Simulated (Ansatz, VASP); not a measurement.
## InSe2: VASP beside Ansatz

Contents of INCAR:

```
SYSTEM = InSe2
PREC = Accurate
ENCUT = 520
EDIFF = 1E-7
ISMEAR = 0
SIGMA = 0.15
LREAL = .False.
LASPH = .True.
NELM = 80
ALGO = Normal
ISIF = 2
LWAVE = .False.
LCHARG = .False.
GGA = PE
NBANDS = 34
```

The input KPOINTS:

```
regular mesh
0
Gamma
  12 12 5
  0 0 0
```

Contents of POSCAR:

```
InSe2
1.0
   -3.8873932860      0.0000000000      0.0000000000
    0.0000000000     -3.8873932860      0.0000000000
    0.0000000000      0.0000000000     11.7325349326
In Se
2 4
Direct
    0.0000000000      0.5000000000      0.4607107889
    0.5000000000      0.0000000000      0.1229492316
    0.0000000000      0.5000000000      0.1804964114
    0.5000000000      0.0000000000      0.4031636091
    1.0000000000      0.0000000000      0.7065969378
    0.5000000000      0.5000000000      0.7065969378
```

Input for Ansatz:

```yaml
crystal:
  lattice:
    - [-3.887393286, 0.0, 0.0]
    - [0.0, -3.887393286, 0.0]
    - [0.0, 0.0, 11.7325349326]
  atoms:
    - { symbol: In, position: [0.0, 0.5, 0.4607107889] }
    - { symbol: In, position: [0.5, 0.0, 0.1229492316] }
    - { symbol: Se, position: [0.0, 0.5, 0.1804964114] }
    - { symbol: Se, position: [0.5, 0.0, 0.4031636091] }
    - { symbol: Se, position: [1.0, 0.0, 0.7065969378] }
    - { symbol: Se, position: [0.5, 0.5, 0.7065969378] }
basis:
  ecutwfc: 420
kpoints:
  mp_grid: { grid: [12, 12, 5] }
hamiltonian:
  xc: pbe
scf:
  occupations: { method: gaussian, width: 0.15 }
output:
  forces: true
  stress: true
  eigenvalues: true
```

Alike in both runs: task single point; functional PBE; k mesh 12 × 12 × 5; occupations gaussian, width 0.15 eV; no spin polarisation.

|  | VASP | Ansatz |
| --- | --- | --- |
| version | VASP 6.6.1 | Ansatz 0.2.0 |
| potentials or method | VASP PAW PBE potentials, release 64 (In_d, Se), cutoff 520 eV | scalar-relativistic, plane waves, PAW |
| valence electrons in the cell | 50 | 90 |

VASP gave:

```
gap on the k mesh at the Fermi level (eV)                     : none
pressure (GPa)                                                : -0.3
traceless stress, the component that is largest in VASP (GPa) : -0.68
rms of the force components (eV/Å)                            : 0.200
```

Estimate Ansatz's values.

gap on the k mesh at the Fermi level (eV): none; pressure (GPa): -0.3; traceless stress, the component that is largest in VASP (GPa): -0.67; rms of the force components (eV/Å): 0.201.

Atom by atom the forces differ by 0.001 eV/Å (rms over components). A gap of «none» marks a metal or a gap that the smearing closes. The functional is the same, so the differences come from potentials, cutoffs and numerics. VASP's potentials hold 50 valence electrons a cell and Ansatz's 90, so a difference there can come from the potentials and not from the codes.
